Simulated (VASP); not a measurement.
Crystal: Al2C.

```xyz
3
Lattice="3.3544 0.0000 0.0000 -1.6772 2.9050 0.0000 0.0000 0.0000 3.6218" Properties=species:S:1:pos:R:3 pbc="T T T"
Al    0.0000    1.9367    1.8109
Al    1.6772    0.9683    1.8109
C     0.0000    0.0000    0.0000
```

- Program: VASP 6.6.1
- Task: relaxation of cell and atoms
- Functional: PBE
- Potentials or basis: VASP PAW PBE potentials, release 64 (Al, C)
- Cutoff: 600 eV
- k mesh: 6 × 6 × 6
- Occupations: gaussian, width 0.1 eV
- Spin: no spin polarisation

At the start: pressure 69.9 GPa; volume 11.76 Å³/atom.

Q: How do energy, volume and symmetry change on relaxing?

A: Over 15 steps the energy falls by 2002.9 meV/atom and the volume is 14.84 Å³/atom (+26.2 %); space group P6/mmm (No. 191, to 0.05 Å).

Step by step:
| step | energy change (eV) | largest force (eV/Å) | pressure (GPa) | volume (Å³) |
| --- | --- | --- | --- | --- |
| 1 | 0.0000 | 0.0000 | 69.87 | 35.29 |
| 2 | -4.8773 | 0.0000 | -13.86 | 63.45 |
| 3 | -5.5857 | 0.0000 | -4.75 | 51.56 |
| 4 | -5.5925 | 0.0000 | -5.94 | 52.39 |
| 5 | -5.5909 | 0.0000 | -5.45 | 52.03 |
| 6 | -5.8430 | 0.0000 | -3.52 | 48.31 |
| 7 | -5.8548 | 0.0000 | 15.01 | 37.48 |
| 8 | -5.9470 | 0.0000 | 6.87 | 40.90 |
| 9 | -6.0017 | 0.0000 | 0.11 | 44.57 |
| 10 | -6.0023 | 0.0000 | 1.95 | 43.47 |
| 11 | -6.0051 | 0.0000 | 1.05 | 43.98 |
| 12 | -6.0049 | 0.0000 | 0.79 | 44.14 |
| 13 | -6.0083 | 0.0000 | -0.21 | 44.65 |
| 14 | -6.0083 | 0.0000 | -0.25 | 44.67 |
| 15 | -6.0086 | 0.0000 | -0.03 | 44.53 |

Final structure:
```yaml
crystal:
  lattice:
    - [4.23255, 0.00000, 0.00000]
    - [-2.11627, 3.66549, 0.00000]
    - [0.00000, 0.00000, 2.87024]
  atoms:
    - { symbol: Al, position: [0.33333, 0.66667, 0.50000] }
    - { symbol: Al, position: [0.66667, 0.33333, 0.50000] }
    - { symbol: C, position: [0.00000, 0.00000, 0.00000] }
```

Caveat: the k points lie up to 0.36 Å⁻¹ apart in the final cell; the volume moved by over 15 % at a fixed basis, so the end points are rough.
